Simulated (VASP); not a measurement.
Here is a VASP 6.6.1 calculation.

Contents of INCAR:

```
SYSTEM = Sn
PREC = Accurate
ENCUT = 520
EDIFF = 1E-6
ISMEAR = 0
SIGMA = 0.1
LREAL = .False.
LASPH = .True.
NELM = 80
ALGO = Fast
ISIF = 2
LWAVE = .False.
LCHARG = .True.
GGA = PE
LELF = .True.
LVHAR = .True.
NBANDS = 21
```

KPOINTS

```
regular mesh
0
Gamma
  14 14 14
  0 0 0
```

Contents of POSCAR:

```
Sn
1.0
   -2.9643162530      2.9643162530      1.6163469659
    2.9643162530     -2.9643162530      1.6163469659
    2.9643162530      2.9643162530     -1.6163469659
Sn
2
Direct
    0.7500000000      0.2500000000      0.5000000000
    0.0000000000      0.0000000000      0.0000000000
```

Potentials or basis: VASP PAW PBE potentials, release 64 (Sn_d).

Run with:

```sh
$ cat potpaw_PBE.64/Sn_d/POTCAR > POTCAR
$ mpirun -np 1 vasp_std > vasp.out
```

(1) What does it give for the band gap on the k mesh?

(2) Estimate the pressure.

Results:

(1) zero (bands 14 and 15 overlap by 3.77 eV).

(2) -0.1 GPa.

Caveat: spin-orbit coupling is left out, which moves the levels of the heavy elements.
